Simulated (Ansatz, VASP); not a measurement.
# TiAl3: VASP beside Ansatz

INCAR

```
SYSTEM = TiAl3
  PREC = Accurate
  ENCUT = 600
  EDIFF = 1E-7
  ISMEAR = 0
  SIGMA = 0.1
  LREAL = .FALSE.
  LASPH = .TRUE.
  NELM = 60
  ALGO = Fast
  ISIF = 3
  LWAVE = .FALSE.
  LCHARG = .FALSE.
  GGA = PE
  IBRION = 2
  NSW = 100
  EDIFFG = -0.01
```

File KPOINTS:

```
regular mesh
0
G
  9 9 8
  0 0 0
```

The input POSCAR:

```
TiAl3
1.0
    5.5638336229      0.0000000000      0.0000000000
   -2.7819168115      4.8184212599      0.0000000000
    0.0000000000      0.0000000000      4.7465635107
Ti Al
2 6
Direct
    0.3333333333      0.6666666667      0.7500000000
    0.6666666667      0.3333333333      0.2500000000
    0.8334178410      0.6668356820      0.7500000000
    0.1665821590      0.3331643180      0.2500000000
    0.3331643180      0.1665821590      0.7500000000
    0.6668356820      0.8334178410      0.2500000000
    0.1665821590      0.8334178410      0.2500000000
    0.8334178410      0.1665821590      0.7500000000
```

Input for Ansatz:

```yaml
crystal:
  lattice:
    - [5.5638336229, 0.0, 0.0]
    - [-2.7819168115, 4.8184212599, 0.0]
    - [0.0, 0.0, 4.7465635107]
  atoms:
    - { symbol: Ti, position: [0.3333333333, 0.6666666667, 0.75] }
    - { symbol: Ti, position: [0.6666666667, 0.3333333333, 0.25] }
    - { symbol: Al, position: [0.833417841, 0.666835682, 0.75] }
    - { symbol: Al, position: [0.166582159, 0.333164318, 0.25] }
    - { symbol: Al, position: [0.333164318, 0.166582159, 0.75] }
    - { symbol: Al, position: [0.666835682, 0.833417841, 0.25] }
    - { symbol: Al, position: [0.166582159, 0.833417841, 0.25] }
    - { symbol: Al, position: [0.833417841, 0.166582159, 0.75] }
basis:
  ecutwfc: 420
kpoints:
  mp_grid: { grid: [9, 9, 8] }
hamiltonian:
  xc: pbe
scf:
  occupations: { method: gaussian, width: 0.1 }
output:
  forces: true
  stress: true
  eigenvalues: true
relax:
  adjacent_minimum: "off"
  f_tol: 0.01
  max_steps: 80
  cell: { stress_tol: 0.05 }
```

Alike in both runs: task relaxation of cell and atoms; functional PBE; k mesh 9 × 9 × 8; occupations gaussian, width 0.1 eV; no spin polarisation.

```csv
,VASP,Ansatz
version,VASP 6.6.1,Ansatz 0.2.0
potentials or method,"VASP PAW PBE potentials, release 64 (Ti_sv, Al), cutoff 600 eV","scalar-relativistic, plane waves, PAW"
valence electrons in the cell,42,42
```

```csv
,VASP,Ansatz,Ansatz less VASP
"gap on the k mesh at the Fermi level, each at its own relaxed structure (eV)",none,none,-
relaxed volume (Å³/atom),15.87,15.88,+0.007
relaxed cell length with the largest relative difference (Å),4.714,4.716,+0.0018
```

A gap of «none» marks a metal or a gap that the smearing closes.
